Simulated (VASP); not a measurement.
A run of VASP 6.6.1 is set up as follows.

File POSCAR:

```
Co
1.0
    2.5070990100      0.0000000000      0.0000000000
   -1.2535495000      2.1712114300      0.0000000000
    0.0000000000      0.0000000000      4.0686000000
Co
2
Direct
    0.3333333300      0.6666666700      0.2500000000
    0.6666666700      0.3333333300      0.7500000000
```

File INCAR.step1:

```
PREC = Accurate ; ENCUT = 520
ISMEAR = 0 ; SIGMA = 0.1
LREAL = F ; LASPH = T
NELM = 150 ; ISPIN = 2
MAGMOM = 1.5 -1.5 ; LMAXMIX = 4
NBANDS = 20 ; GGA = PE
ALGO = Normal ; EDIFF = 1E-4
LWAVE = T ; LCHARG = F
```

The input INCAR.step2:

```
PREC = Accurate ; ENCUT = 520
EDIFF = 1E-6 ; ISMEAR = 0
SIGMA = 0.1 ; LREAL = F
LASPH = T ; NELM = 150
ALGO = Normal ; ISIF = 2
LWAVE = F ; LCHARG = T
ISPIN = 2 ; MAGMOM = 1.5 -1.5
LORBIT = 11 ; LMAXMIX = 4
METAGGA = R2SCAN ; LMIXTAU = T
LELF = T ; LVHAR = T
NBANDS = 20 ; ISTART = 1
```

Contents of KPOINTS:

```
regular mesh
0
Gamma
  13 13 7
```

Potentials or basis: VASP PAW PBE potentials, release 64 (Co).

Command:

```console
$ cat potpaw_PBE.64/Co/POTCAR > POTCAR
$ cp INCAR.step1 INCAR
$ mpirun -np 1 vasp_std > vasp.out
$ cp INCAR.step2 INCAR
$ mpirun -np 1 vasp_std > vasp.out
```

Estimate the site moments.

Co +1.79, -1.79 μB.

Estimate the pressure.

-2.1 GPa.

Estimate the net moment.

0.00 μB per cell.

Stress tensor (GPa, compression positive):
```
-11.56   0.00   0.00
  0.00 -11.56   0.00
  0.00   0.00  16.71
```

Caveat: the PAW data sets were made with another functional, which shifts forces and pressure a little.
